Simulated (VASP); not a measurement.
# Pt (I4/mmm) in VASP: single point with PBE

Aim: the single point of Pt with PBE.

Everything below comes from runs of VASP 6.6.1. Logs are shortened: lines on timing, memory, paths and dates and some standing lists are left out, and cuts for length are marked.

### 1 The cell of the first run

The structure is tetragonal, space group I4/mmm (No. 139). Conventional cell: a = 2.907 Å, b = 2.907 Å, c = 4.014 Å, α = 90.00°, β = 90.00°, γ = 90.00°. Within 3.8 Å of Pt (site symmetry 4/mmm) lie 12 Pt at 2.87 to 2.91 Å.

### 2 Single point, PBE (strain +0.050 along x and y, +0.025 along z)

File INCAR:

```
SYSTEM = Pt
PREC = Accurate ; ENCUT = 520
EDIFF = 1E-7 ; ISMEAR = 0
SIGMA = 0.15 ; LREAL = .FALSE.
LASPH = .TRUE. ; NELM = 60
ALGO = Normal ; ISIF = 2
LWAVE = .FALSE. ; LCHARG = .FALSE.
GGA = PE ; NBANDS = 11
```

File KPOINTS:

```
regular mesh
0
G
  20 20 20
  0 0 0
```

File POSCAR:

```
Pt
1.0
    0.0000000000      2.0557950000      2.0068475000
    2.0557950000      0.0000000000      2.0068475000
    2.0557950000      2.0557950000      0.0000000000
Pt
1
Direct
    0.0000000000      0.0000000000      0.0000000000
```

Potentials or basis: VASP PAW PBE potentials, release 64 (Pt).

Run with:

```bash
> cat potpaw_PBE.64/Pt/POTCAR > POTCAR
> mpirun -np 1 vasp_std > vasp.out
```

OUTCAR:

```text
SYSTEM = Pt
   PREC = Accurate
   ENCUT = 520
   EDIFF = 1E-7
   ISMEAR = 0
   LREAL = .FALSE.
   LASPH = .TRUE.
   NELM = 60
   ISIF = 2
   GGA = PE

 ion  position               nearest neighbor table
   1  0.000  0.000  0.000-

  LATTYP: Found a body centered tetragonal cell.
 ALAT       =     2.9073331705
 C/A-ratio  =     1.3805418109

  Lattice vectors:

 A1 = (   0.0000000000,  -2.0557950000,  -2.0068475000)
 A2 = (   0.0000000000,   2.0557950000,  -2.0068475000)
 A3 = (   2.0557950000,   0.0000000000,   2.0068475000)

Analysis of symmetry for initial positions (statically):
=====================================================================
 Subroutine PRICEL returns:
 Original cell was already a primitive cell.

 Routine SETGRP: Setting up the symmetry group for a
 body centered tetragonal supercell.

 Subroutine GETGRP returns: Found 16 space group operations
 (whereof 16 operations were pure point group operations)
 out of a pool of 16 trial point group operations.

The static configuration has the point symmetry D_4h.

Analysis of symmetry for dynamics (positions and initial velocities):
=====================================================================
 Subroutine PRICEL returns:
 Original cell was already a primitive cell.

 Routine SETGRP: Setting up the symmetry group for a
 body centered tetragonal supercell.

 Subroutine GETGRP returns: Found 16 space group operations
 (whereof 16 operations were pure point group operations)
 out of a pool of 16 trial point group operations.

The dynamic configuration has the point symmetry D_4h.

 Subroutine INISYM returns: Found 16 space group operations
 (whereof 16 operations are pure point group operations),
 and found     1 'primitive' translations

----------------------------------------------------------------------------------------

                                     Primitive cell

  volume of cell :      16.9631

  direct lattice vectors                    reciprocal lattice vectors
     0.000000000  2.055795000  2.006847500    -0.243214912  0.243214912  0.249146983
     2.055795000  0.000000000  2.006847500     0.243214912 -0.243214912  0.249146983
     2.055795000  2.055795000  0.000000000     0.243214912  0.243214912 -0.249146983

  length of vectors
     2.872930554  2.872930554  2.907333170     0.424713087  0.424713087  0.424713087

  position of ions in fractional coordinates (direct lattice)
     0.000000000  0.000000000  0.000000000

  ion indices of the primitive-cell ions
   primitive index   ion index
                 1           1

----------------------------------------------------------------------------------------

 KPOINTS: regular mesh

Automatic generation of k-mesh.
 Grid dimensions read from file:
 generate k-points for:   20   20   20

 Generating k-lattice:

  Cartesian coordinates                     Fractional coordinates (reciprocal lattice)
    -0.012160746  0.012160746  0.012457349     0.050000000  0.000000000  0.000000000
     0.012160746 -0.012160746  0.012457349     0.000000000  0.050000000  0.000000000
     0.012160746  0.012160746 -0.012457349    -0.000000000 -0.000000000  0.050000000

  Length of vectors
     0.021235654  0.021235654  0.021235654

  Shift w.r.t. Gamma in fractional coordinates (k-lattice)
     0.000000000  0.000000000  0.000000000

 Subroutine IBZKPT returns following result:
 ===========================================

 Found    641 irreducible k-points:

 Following reciprocal coordinates:
            Coordinates               Weight
  0.000000  0.000000  0.000000      1.000000
  0.050000  0.000000  0.000000      8.000000
  0.100000  0.000000  0.000000      8.000000
  0.150000  0.000000  0.000000      8.000000
  0.200000  0.000000  0.000000      8.000000
  0.250000  0.000000  0.000000      8.000000
[... 16 lines left out ...]
 -0.400000  0.050000  0.000000      8.000000
 -0.350000  0.050000  0.000000      8.000000
 [... further k-points ...]
   k-points           NKPTS =    641   k-points in BZ     NKDIM =    641   number of bands    NBANDS=     11
   number of dos      NEDOS =    301   number of ions     NIONS =      1
   total plane-waves  NPLWV =  13824
   dimension x,y,z NGX =    24 NGY =   24 NGZ =   24
   dimension x,y,z NGXF=    48 NGYF=   48 NGZF=   48
   ions per type =               1
   NGX,Y,Z   is equivalent  to a cutoff of  13.89, 13.89, 13.72 a.u.
   NGXF,Y,Z  is equivalent  to a cutoff of  27.78, 27.78, 27.45 a.u.
 SYSTEM =  Pt
   PREC   = accura    normal or accurate (medium, high low for compatibility)
   ISTART =      0    job   : 0-new  1-cont  2-samecut
   ICHARG =      2    charge: 1-file 2-atom 10-const
   ISPIN  =      1    spin polarized calculation?
   LNONCOLLINEAR =      F non collinear calculations
   LSORBIT =      F    spin-orbit coupling
   LASPH  =      T    aspherical Exc in radial PAW
   ENCUT  =  520.0 eV  38.22 Ry    6.18 a.u.   5.34  5.34  5.41*2*pi/ulx,y,z
   NELM   =     60;   NELMIN=  2; NELMDL= -5     # of ELM steps
   EDIFF  = 0.1E-06   stopping-criterion for ELM
   LREAL  =      F    real-space projection
   EDIFFG = 0.1E-05   stopping-criterion for IOM
   NSW    =      0    number of steps for IOM
   IBRION =     -1    ionic relax: 0-MD 1-quasi-New 2-CG
   NFREE  =      0    steps in history (QN), initial steepest desc. (CG)
   ISIF   =      2    stress and relaxation
   ISYM   =      2    0-nonsym 1-usesym 2-fastsym
   POTIM  = 0.5000    time-step for ionic-motion
   TEBEG  =    0.0;   TEEND  =   0.0 temperature during run
   PSTRESS=    0.0 pullay stress
   NELECT =      10.0000    total number of electrons
   NUPDOWN=      -1.0000    fix difference up-down
   EMIN   =  10.00;   EMAX   =-10.00  energy-range for DOS
   EFERMI =   0.00;   METHOD = LEGACY
   ISMEAR =     0;   SIGMA  =   0.15  broadening in eV -4-tet -1-fermi 0-gaus
   EFERMI_NEDOS =   21; number of points for ismear=-14 and -15
   IALGO  =     38    algorithm
   IMIX   =      4    mixing-type and parameters
     AMIX     =   0.40;   BMIX     =  1.00
     AMIX_MAG =   1.60;   BMIX_MAG =  1.00
  volume/ion in A,a.u.               =      16.96       114.47
  Fermi-wavevector in a.u.,A,eV,Ry     =   1.372693  2.594014 25.637279  1.884287
  Thomas-Fermi vector in A             =   2.498277
   LORBIT       =      0    0 simple, 1 ext, 2 COOP (PROOUT), +10 PAW based schemes
   GGA     = PE    functional components
   LHFCALC =     F    Hartree Fock is set to
   AEXX    =    0.0000 exact exchange contribution
   IVDW    =     0    specifies the selected vdW correction
   LEPSILON=     F    determine dielectric tensor
   LRPA    =     F    only Hartree local field effects (RPA)
 non-spin polarized calculation
 Gauss-broadening in eV      SIGMA  =   0.15
  energy-cutoff  :      520.00
  volume of cell :       16.96
 maximum number of plane-waves:       473
 NGX is ok and might be reduce to    24
   NGX = 11   NGY = 11   NGZ = 11

 number of electron      10.0000000 magnetization

 Free energy of the ion-electron system (eV)
  ---------------------------------------------------
  ext. energy  EPLUGINS =         0.00000000
  ---------------------------------------------------
  free energy    TOTEN  =        -6.03457938 eV

  energy without entropy =       -6.01085358  energy(sigma->0) =       -6.02271648

 E-fermi :   9.1411     XC(G=0): -12.7919

 val. band max:        9.1406862238   @ k =  -0.4500   0.2500   0.0000
 cond. band min:       9.1438229762   @ k =   0.5000   0.0000   0.0000
 fundamental gap:      0.0031367524
 Fermi energy:         9.1411190689

 k-point     1 :       0.0000    0.0000    0.0000
  band No.  band energies     occupation
      1       0.1849      2.00000
      2       5.9423      2.00000
      3       5.9423      2.00000
      4       6.1797      2.00000
      5       7.6549      2.00000
      6       7.9208      2.00000
      7      24.0410      0.00000
      8      28.1776      0.00000
      9      28.1776      0.00000
     10      28.6756      0.00000
     11      33.2868      0.00000

 k-point     2 :       0.0500    0.0000    0.0000
  band No.  band energies     occupation
      1       0.2751      2.00000
      2       5.9280      2.00000
      3       5.9765      2.00000
      4       6.1915      2.00000
      5       7.6400      2.00000
      6       7.9002      2.00000
      7      24.1680      0.00000
      8      27.7499      0.00000
      9      28.3023      0.00000
     10      28.6754      0.00000
     11      33.8388      0.00000

 k-point     3 :       0.1000    0.0000    0.0000
  band No.  band energies     occupation
      1       0.5398      2.00000
      2       5.8616      2.00000
      3       6.0674      2.00000
      4       6.2534      2.00000
      5       7.6092      2.00000
      6       7.8505      2.00000
      7      24.5106      0.00000
      8      26.5799      0.00000
      9      28.6647      0.00000
     10      28.9964      0.00000
     11      34.3084      0.00000

 k-point     4 :       0.1500    0.0000    0.0000
  band No.  band energies     occupation
      1       0.9595      2.00000
      2       5.7563      2.00000
      3       6.1771      2.00000
      4       6.3573      2.00000
      5       7.6050      2.00000
      6       7.8092      2.00000
      7      24.7892      0.00000
      8      25.3106      0.00000
      9      29.2254      0.00000
     10      29.5436      0.00000
     11      33.0095      0.00000

 k-point     5 :       0.2000    0.0000    0.0000
  band No.  band energies     occupation
      1       1.4922      2.00000
      2       5.6818      2.00000
      3       6.2443      2.00000
      4       6.4401      2.00000
      5       7.6930      2.00000
      6       7.8386      2.00000
      7      23.4426      0.00000
      8      25.3992      0.00000
      9      29.8858      0.00000
     10      30.1780      0.00000
     11      31.8840      0.00000
[... 211 lines left out ...]
 k-point    21 :       0.5000    0.0500    0.0000
  band No.  band energies     occupation
      1       3.0391      2.00000
      2       5.9212      2.00000
      3       6.0382      2.00000
      4       8.2782      2.00000
      5       9.2212      0.45028
      6       9.9538      0.00000
      7      14.1966      0.00000
      8      23.6813      0.00000
      9      26.8714      0.00000
     10      27.3017      0.00000
     11      35.2595      0.00000

 k-point    22 :      -0.4500    0.0500    0.0000
  band No.  band energies     occupation
      1       3.0375      2.00000
      2       5.9228      2.00000
      3       6.0500      2.00000
      4       8.2432      2.00000
      5       9.1161      1.18625
      6       9.8368      0.00000
      7      14.4568      0.00000
      8      23.7154      0.00000
      9      27.1336      0.00000
     10      27.1732      0.00000
     11      35.3656      0.00000

 k-point    23 :      -0.4000    0.0500    0.0000
  band No.  band energies     occupation
      1       3.0187      2.00000
      2       5.9685      2.00000
      3       6.1075      2.00000
      4       7.6887      2.00000
      5       8.8672      1.99020
      6       9.3850      0.02149
      7      15.7440      0.00000
      8      23.9300      0.00000
      9      27.3072      0.00000
     10      27.8635      0.00000
     11      34.5951      0.00000

 k-point    24 :      -0.3500    0.0500    0.0000
  band No.  band energies     occupation
      1       2.9386      2.00000
      2       6.0524      2.00000
      3       6.2007      2.00000
      4       6.8551      2.00000
      5       8.5196      2.00000
      6       9.0059      1.79763
      7      17.4577      0.00000
      8      24.3121      0.00000
      9      27.7595      0.00000
     10      28.8999      0.00000
     11      33.4174      0.00000

 [... further k-points ...]
[... 5 lines left out ...]
  --------------------------------------------------------------------------------------
  -------------------------------------------------------------------------------------
  Total       -1.7669469     -1.7669469     -1.6374855      0.0000000      0.0000000      0.0000000
  in kB     -166.8899164   -166.8899164   -154.6621612      0.0000000      0.0000000      0.0000000
  external PRESSURE =    -162.8139980 kB  Pullay stress =       0.0000000 kB

 VOLUME and BASIS-vectors are now :
 -----------------------------------------------------------------------------
  energy-cutoff  :      520.00
  volume of cell :       16.96
      direct lattice vectors                 reciprocal lattice vectors
     0.000000000  2.055795000  2.006847500    -0.243214912  0.243214912  0.249146983
     2.055795000  0.000000000  2.006847500     0.243214912 -0.243214912  0.249146983
     2.055795000  2.055795000  0.000000000     0.243214912  0.243214912 -0.249146983

 POSITION                                       TOTAL-FORCE (eV/Angst)
 -----------------------------------------------------------------------------------
      0.00000      0.00000      0.00000         0.000000      0.000000      0.000000
 -----------------------------------------------------------------------------------
    total drift:                               -0.000000      0.000000     -0.000000

  FREE ENERGIE OF THE ION-ELECTRON SYSTEM (eV)
  ---------------------------------------------------
  free  energy   TOTEN  =        -6.0345793823 eV

  energy  without entropy=       -6.0108535812  energy(sigma->0) =       -6.02271648
```

Wall time 99 s (1 thread of Intel Xeon 8259CL, shared host); peak memory 0.25 GiB.

What came out:

| Property | Result |
| --- | --- |
| Free energy | -6.0346 eV |
| Pressure | -16.3 GPa |
| Band gap on the k mesh | zero (bands 5 and 6 overlap by 1.87 eV) |

Caveat: the cell differs from its parent crystal (strain +0.050 along x and y, +0.025 along z); the cell stands under tension; spin-orbit coupling is left out, which moves the levels of the heavy elements.
